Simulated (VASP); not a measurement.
# Ti (Im-3m) in VASP: further runs

The runs below take Ti through single point, with PBEsol.

Program: VASP 6.6.1. These are calculated values, not measurements. Logs are shortened: lines on timing, memory, paths and dates and some standing lists are left out, and cuts for length are marked.

### 1 The cell of the first run

It takes space group Im-3m (No. 229, cubic). The conventional cell has a = 3.192 Å, b = 3.192 Å, c = 3.192 Å, α = 90.00°, β = 90.00°, γ = 90.00°. Ti (site symmetry m-3m) has 14 Ti at 2.76 to 3.19 Å within 3.6 Å.

### 2 Single point, PBEsol

Input file INCAR:

```
SYSTEM = Ti
  PREC = Accurate
  ENCUT = 520
  EDIFF = 1E-6
  ISMEAR = 0
  SIGMA = 0.1
  LREAL = .FALSE.
  LASPH = .TRUE.
  NELM = 80
  ALGO = Normal
  ISIF = 2
  LWAVE = .FALSE.
  LCHARG = .FALSE.
  GGA = PS
  NBANDS = 12
```

Input file KPOINTS:

```
Automatic mesh
0
G
  12 12 12
  0 0 0
```

Input file POSCAR:

```
Ti
1.0
   -1.5960182638      1.5960182638      1.5960182638
    1.5960182638     -1.5960182638      1.5960182638
    1.5960182638      1.5960182638     -1.5960182638
Ti
1
Direct
    0.0000000000      0.0000000000      0.0000000000
```

Potentials or basis: VASP PAW PBE potentials, release 64 (Ti_sv).

Command:

```console
cat potpaw_PBE.64/Ti_sv/POTCAR > POTCAR
mpirun -np 1 vasp_std > vasp.out
```

OUTCAR:

```text
SYSTEM = Ti
   PREC = Accurate
   ENCUT = 520
   EDIFF = 1E-6
   ISMEAR = 0
   LREAL = .FALSE.
   LASPH = .TRUE.
   NELM = 80
   ISIF = 2
   GGA = PS

 ion  position               nearest neighbor table
   1  0.000  0.000  0.000-

  LATTYP: Found a body centered cubic cell.
 ALAT       =     3.1920365276

  Lattice vectors:

 A1 = (  -1.5960182638,   1.5960182638,   1.5960182638)
 A2 = (   1.5960182638,  -1.5960182638,   1.5960182638)
 A3 = (   1.5960182638,   1.5960182638,  -1.5960182638)

Analysis of symmetry for initial positions (statically):
=====================================================================
 Subroutine PRICEL returns:
 Original cell was already a primitive cell.

 Routine SETGRP: Setting up the symmetry group for a
 body centered cubic supercell.

 Subroutine GETGRP returns: Found 48 space group operations
 (whereof 48 operations were pure point group operations)
 out of a pool of 48 trial point group operations.

The static configuration has the point symmetry O_h .

Analysis of symmetry for dynamics (positions and initial velocities):
=====================================================================
 Subroutine PRICEL returns:
 Original cell was already a primitive cell.

 Routine SETGRP: Setting up the symmetry group for a
 body centered cubic supercell.

 Subroutine GETGRP returns: Found 48 space group operations
 (whereof 48 operations were pure point group operations)
 out of a pool of 48 trial point group operations.

The dynamic configuration has the point symmetry O_h .

 Subroutine INISYM returns: Found 48 space group operations
 (whereof 48 operations are pure point group operations),
 and found     1 'primitive' translations

----------------------------------------------------------------------------------------

                                     Primitive cell

  volume of cell :      16.2620

  direct lattice vectors                    reciprocal lattice vectors
    -1.596018264  1.596018264  1.596018264     0.000000000  0.313279623  0.313279623
     1.596018264 -1.596018264  1.596018264     0.313279623  0.000000000  0.313279623
     1.596018264  1.596018264 -1.596018264     0.313279623  0.313279623  0.000000000

  length of vectors
     2.764384723  2.764384723  2.764384723     0.443044292  0.443044292  0.443044292

  position of ions in fractional coordinates (direct lattice)
     0.000000000  0.000000000  0.000000000

  ion indices of the primitive-cell ions
   primitive index   ion index
                 1           1

----------------------------------------------------------------------------------------

 KPOINTS: Automatic mesh

Automatic generation of k-mesh.
 Grid dimensions read from file:
 generate k-points for:   12   12   12

 Generating k-lattice:

  Cartesian coordinates                     Fractional coordinates (reciprocal lattice)
     0.000000000  0.026106635  0.026106635     0.083333333  0.000000000  0.000000000
     0.026106635  0.000000000  0.026106635     0.000000000  0.083333333  0.000000000
     0.026106635  0.026106635  0.000000000     0.000000000  0.000000000  0.083333333

  Length of vectors
     0.036920358  0.036920358  0.036920358

  Shift w.r.t. Gamma in fractional coordinates (k-lattice)
     0.000000000  0.000000000  0.000000000

 Subroutine IBZKPT returns following result:
 ===========================================

 Found     72 irreducible k-points:

 Following reciprocal coordinates:
            Coordinates               Weight
  0.000000  0.000000  0.000000      1.000000
  0.083333  0.000000  0.000000     12.000000
  0.166667  0.000000  0.000000     12.000000
  0.250000  0.000000  0.000000     12.000000
  0.333333  0.000000  0.000000     12.000000
  0.416667  0.000000  0.000000     12.000000
[... 16 lines left out ...]
  0.333333  0.083333  0.083333     24.000000
  0.416667  0.083333  0.083333     12.000000
 [... further k-points ...]
   k-points           NKPTS =     72   k-points in BZ     NKDIM =     72   number of bands    NBANDS=     12
   number of dos      NEDOS =    301   number of ions     NIONS =      1
   total plane-waves  NPLWV =  13824
   dimension x,y,z NGX =    24 NGY =   24 NGZ =   24
   dimension x,y,z NGXF=    48 NGYF=   48 NGZF=   48
   ions per type =               1
   NGX,Y,Z   is equivalent  to a cutoff of  14.43, 14.43, 14.43 a.u.
   NGXF,Y,Z  is equivalent  to a cutoff of  28.87, 28.87, 28.87 a.u.
 SYSTEM =  Ti
   PREC   = accura    normal or accurate (medium, high low for compatibility)
   ISTART =      0    job   : 0-new  1-cont  2-samecut
   ICHARG =      2    charge: 1-file 2-atom 10-const
   ISPIN  =      1    spin polarized calculation?
   LNONCOLLINEAR =      F non collinear calculations
   LSORBIT =      F    spin-orbit coupling
   LASPH  =      T    aspherical Exc in radial PAW
   ENCUT  =  520.0 eV  38.22 Ry    6.18 a.u.   5.14  5.14  5.14*2*pi/ulx,y,z
   NELM   =     80;   NELMIN=  2; NELMDL= -5     # of ELM steps
   EDIFF  = 0.1E-05   stopping-criterion for ELM
   LREAL  =      F    real-space projection
   EDIFFG = 0.1E-04   stopping-criterion for IOM
   NSW    =      0    number of steps for IOM
   IBRION =     -1    ionic relax: 0-MD 1-quasi-New 2-CG
   NFREE  =      0    steps in history (QN), initial steepest desc. (CG)
   ISIF   =      2    stress and relaxation
   ISYM   =      2    0-nonsym 1-usesym 2-fastsym
   POTIM  = 0.5000    time-step for ionic-motion
   TEBEG  =    0.0;   TEEND  =   0.0 temperature during run
   PSTRESS=    0.0 pullay stress
   NELECT =      12.0000    total number of electrons
   NUPDOWN=      -1.0000    fix difference up-down
   EMIN   =  10.00;   EMAX   =-10.00  energy-range for DOS
   EFERMI =   0.00;   METHOD = LEGACY
   ISMEAR =     0;   SIGMA  =   0.10  broadening in eV -4-tet -1-fermi 0-gaus
   EFERMI_NEDOS =   21; number of points for ismear=-14 and -15
   IALGO  =     38    algorithm
   IMIX   =      4    mixing-type and parameters
     AMIX     =   0.40;   BMIX     =  1.00
     AMIX_MAG =   1.60;   BMIX_MAG =  1.00
  volume/ion in A,a.u.               =      16.26       109.74
  Fermi-wavevector in a.u.,A,eV,Ry     =   1.479372  2.795608 29.776915  2.188541
  Thomas-Fermi vector in A             =   2.593538
   LORBIT       =      0    0 simple, 1 ext, 2 COOP (PROOUT), +10 PAW based schemes
   GGA     = PS    functional components
   LHFCALC =     F    Hartree Fock is set to
   AEXX    =    0.0000 exact exchange contribution
   IVDW    =     0    specifies the selected vdW correction
   LEPSILON=     F    determine dielectric tensor
   LRPA    =     F    only Hartree local field effects (RPA)
 non-spin polarized calculation
 Gauss-broadening in eV      SIGMA  =   0.10
  energy-cutoff  :      520.00
  volume of cell :       16.26
 maximum number of plane-waves:       466
 NGX is ok and might be reduce to    24
   NGX = 11   NGY = 11   NGZ = 11

 number of electron      12.0000003 magnetization

 Free energy of the ion-electron system (eV)
  ---------------------------------------------------
  ext. energy  EPLUGINS =         0.00000000
  ---------------------------------------------------
  free energy    TOTEN  =        -8.24157901 eV

  energy without entropy =       -8.23195110  energy(sigma->0) =       -8.23676505

 E-fermi :   8.6576     XC(G=0): -11.9489

 val. band max:        8.6327706715   @ k =  -0.2500   0.2500   0.2500
 cond. band min:       8.6731064464   @ k =   0.2500   0.0833  -0.0000
 fundamental gap:      0.0403357748
 Fermi energy:         8.6576181854

 k-point     1 :       0.0000    0.0000    0.0000
  band No.  band energies     occupation
      1     -47.5129      2.00000
      2     -23.3770      2.00000
      3     -23.3770      2.00000
      4     -23.3770      2.00000
      5       2.5662      2.00000
      6       9.6979      0.00000
      7       9.6979      0.00000
      8       9.6979      0.00000
      9      11.6198      0.00000
     10      11.6198      0.00000
     11      26.5456      0.00000
     12      26.5456      0.00000

 k-point     2 :       0.0833    0.0000    0.0000
  band No.  band energies     occupation
      1     -47.5013      2.00000
      2     -23.4361      2.00000
      3     -23.3948      2.00000
      4     -23.3774      2.00000
      5       2.8185      2.00000
      6       9.5793      0.00000
      7       9.6611      0.00000
      8       9.8868      0.00000
      9      11.4852      0.00000
     10      11.6270      0.00000
     11      26.2455      0.00000
     12      26.5289      0.00000

 k-point     3 :       0.1667    0.0000    0.0000
  band No.  band energies     occupation
      1     -47.4697      2.00000
      2     -23.5955      2.00000
      3     -23.4434      2.00000
      4     -23.3786      2.00000
      5       3.5295      2.00000
      6       9.2704      0.00000
      7       9.4703      0.00000
      8      10.4290      0.00000
      9      11.2867      0.00000
     10      11.6588      0.00000
     11      25.1561      0.00000
     12      26.1020      0.00000

 k-point     4 :       0.2500    0.0000    0.0000
  band No.  band energies     occupation
      1     -47.4261      2.00000
      2     -23.8085      2.00000
      3     -23.5091      2.00000
      4     -23.3804      2.00000
      5       4.5397      2.00000
      6       8.8793      0.00172
      7       9.1292      0.00000
      8      11.2458      0.00000
      9      11.3045      0.00000
     10      11.7324      0.00000
     11      23.2244      0.00000
     12      24.9856      0.00000

 k-point     5 :       0.3333    0.0000    0.0000
  band No.  band energies     occupation
      1     -47.3823      2.00000
      2     -24.0164      2.00000
      3     -23.5742      2.00000
      4     -23.3822      2.00000
      5       5.4920      2.00000
      6       8.5178      1.95202
      7       9.0496      0.00000
      8      11.4729      0.00000
      9      11.8446      0.00000
     10      12.1848      0.00000
     11      20.9535      0.00000
     12      23.7411      0.00000
[... 228 lines left out ...]
      1     -47.4128      2.00000
      2     -23.8692      2.00000
      3     -23.4928      2.00000
      4     -23.4254      2.00000
      5       4.9636      2.00000
      6       8.6891      0.65661
      7       8.7347      0.27565
      8      11.4577      0.00000
      9      11.7021      0.00000
     10      11.8984      0.00000
     11      23.2427      0.00000
     12      24.0362      0.00000

 k-point    22 :       0.2500    0.0833    0.0833
  band No.  band energies     occupation
      1     -47.3738      2.00000
      2     -24.0212      2.00000
      3     -23.5814      2.00000
      4     -23.4317      2.00000
      5       5.9373      2.00000
      6       8.3581      1.99998
      7       8.6026      1.56379
      8      11.5620      0.00000
      9      11.8631      0.00000
     10      12.9171      0.00000
     11      21.0122      0.00000
     12      23.0247      0.00000

 k-point    23 :       0.3333    0.0833    0.0833
  band No.  band energies     occupation
      1     -47.3451      2.00000
      2     -24.1253      2.00000
      3     -23.6515      2.00000
      4     -23.4364      2.00000
      5       6.3966      2.00000
      6       8.1452      2.00000
      7       9.0421      0.00000
      8      11.6823      0.00000
      9      11.9763      0.00000
     10      13.8359      0.00000
     11      18.9822      0.00000
     12      22.2878      0.00000

 k-point    24 :       0.4167    0.0833    0.0833
  band No.  band energies     occupation
      1     -47.3345      2.00000
      2     -24.1621      2.00000
      3     -23.6780      2.00000
      4     -23.4382      2.00000
      5       6.4598      2.00000
      6       8.0720      2.00000
      7       9.4232      0.00000
      8      11.7229      0.00000
      9      12.0188      0.00000
     10      14.2688      0.00000
     11      18.0743      0.00000
     12      22.0196      0.00000

 [... further k-points ...]
[... 5 lines left out ...]
  --------------------------------------------------------------------------------------
  -------------------------------------------------------------------------------------
  Total        0.1526105      0.1526105      0.1526105     -0.0000000      0.0000000      0.0000000
  in kB       15.0356271     15.0356271     15.0356271     -0.0000000      0.0000000      0.0000000
  external PRESSURE =      15.0356271 kB  Pullay stress =       0.0000000 kB

 VOLUME and BASIS-vectors are now :
 -----------------------------------------------------------------------------
  energy-cutoff  :      520.00
  volume of cell :       16.26
      direct lattice vectors                 reciprocal lattice vectors
    -1.596018264  1.596018264  1.596018264     0.000000000  0.313279623  0.313279623
     1.596018264 -1.596018264  1.596018264     0.313279623  0.000000000  0.313279623
     1.596018264  1.596018264 -1.596018264     0.313279623  0.313279623  0.000000000

 POSITION                                       TOTAL-FORCE (eV/Angst)
 -----------------------------------------------------------------------------------
      0.00000      0.00000      0.00000         0.000000     -0.000000      0.000000
 -----------------------------------------------------------------------------------
    total drift:                                0.000000     -0.000000      0.000000

  FREE ENERGIE OF THE ION-ELECTRON SYSTEM (eV)
  ---------------------------------------------------
  free  energy   TOTEN  =        -8.2415790094 eV

  energy  without entropy=       -8.2319510969  energy(sigma->0) =       -8.23676505
```

It took 49 s on 1 thread of AMD EPYC 7R13, shared host; peak memory 0.11 GiB.

What came out:

| Property | Result |
| --- | --- |
| Free energy | -8.2416 eV |
| Pressure | 1.5 GPa |
| Band gap on the k mesh | zero (band 6 reaches 9.70 eV, above the bottom of band 7 at 8.02 eV) |

Caveat: the PAW data sets were made with another functional, which shifts forces and pressure a little.

### 3 Single point, PBEsol

This run uses another cell than the first one, of 16.97 Å³/atom, 1.043 times its volume.

Input file INCAR:

```
PREC = Accurate
ENCUT = 520
EDIFF = 1E-6
ISMEAR = 0
SIGMA = 0.1
LREAL = False
LASPH = True
NELM = 100
ALGO = Normal
ISIF = 2
LWAVE = False
LCHARG = False
GGA = PS
NBANDS = 12
```

Input file KPOINTS:

```
regular mesh
0
Gamma
  12 12 12
```

Input file POSCAR:

```
Ti
1.0
   -1.6188216056      1.6188216056      1.6188216056
    1.6188216056     -1.6188216056      1.6188216056
    1.6188216056      1.6188216056     -1.6188216056
Ti
1
Direct
    0.0000000000      0.0000000000      0.0000000000
```

Potentials or basis: VASP PAW PBE potentials, release 64 (Ti_sv).

Command:

```console
cat potpaw_PBE.64/Ti_sv/POTCAR > POTCAR
mpirun -np 1 vasp_std > vasp.out
```

Wall time 54 s (1 thread of AMD EPYC 7R13, shared host); peak memory 0.11 GiB.

It converged, with:

| Item | Value |
| --- | --- |
| Free energy | -8.2376 eV |
| Pressure | -3.2 GPa |
| Band gap on the k mesh | zero (band 6 reaches 9.21 eV, above the bottom of band 7 at 7.58 eV) |

Levels at points of the mesh, in eV from the Fermi level:
| k point | band 3 | band 4 | band 5 | band 6 | band 7 | band 8 | band 9 | band 10 |
| --- | --- | --- | --- | --- | --- | --- | --- | --- |
| (0.00, 0.00, 0.00) | -32.18 | -32.18 | -6.02 | 1.00 | 1.00 | 1.00 | 2.82 | 2.82 |
| (0.50, 0.00, 0.00) | -32.41 | -32.18 | -2.53 | -0.44 | 1.21 | 2.81 | 3.17 | 4.41 |
| (0.50, 0.50, 0.50) | -32.68 | -32.68 | -2.19 | -2.19 | 4.05 | 4.05 | 4.05 | 8.53 |

Caveat: the PAW data sets were made with another functional, which shifts forces and pressure a little.
